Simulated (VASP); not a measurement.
Input of a VASP 6.6.1 run:

The input INCAR:

```
SYSTEM = TlRuS3
ALGO = Normal
EDIFF = 1E-6
ENCUT = 520
GGA = PE
ISIF = 2
ISMEAR = 0
ISPIN = 2
LASPH = .True.
LCHARG = .True.
LELF = .True.
LMAXMIX = 4
LORBIT = 11
LREAL = .False.
LVHAR = .True.
LWAVE = .False.
MAGMOM = 0 0 1 1 0 0 0 0 0 0
NBANDS = 60
NELM = 150
PREC = Accurate
SIGMA = 0.1
```

The input KPOINTS:

```
k-points
0
Gamma
  3 3 4
  0 0 0
```

The input POSCAR:

```
TlRuS3
1.0
    6.5839950000      0.0000000000      0.0000000000
   -3.2919975000      5.7019069300      0.0000000000
    0.0000000000      0.0000000000      5.5305558000
Tl Ru S
2 2 6
Direct
    0.3333333300      0.6666666700      0.7500000000
    0.6666666700      0.3333333300      0.2500000000
    0.0000000000      0.0000000000      0.0000000000
    0.0000000000      0.0000000000      0.5000000000
    0.8333333300      0.6666666700      0.7500000000
    0.3333333300      0.1666666700      0.7500000000
    0.8333333300      0.1666666700      0.7500000000
    0.1666666700      0.3333333300      0.2500000000
    0.6666666700      0.8333333300      0.2500000000
    0.1666666700      0.8333333300      0.2500000000
```

Potentials or basis: VASP PAW PBE potentials, release 64 (Tl_d, Ru_pv, S).

The run is started by

```console
$ cat potpaw_PBE.64/Tl_d/POTCAR potpaw_PBE.64/Ru_pv/POTCAR potpaw_PBE.64/S/POTCAR > POTCAR
$ mpirun -np 1 vasp_std > vasp.out
```

Q: Estimate the largest force.

A: 0.058 eV/Å.

Q: What does it give for the band gap on the k mesh?

A: Zero (filled and empty bands overlap).

Q: What does it give for the pressure?

A: 2.7 GPa.

Stress tensor (GPa, compression positive):
```
1.85 0.00 0.00
0.00 1.85 0.00
0.00 0.00 4.50
```

Caveat: the k points lie up to 0.37 Å⁻¹ apart, too coarse for converged energies and pressures of a metal; spin-orbit coupling is left out, which moves the levels of the heavy elements.
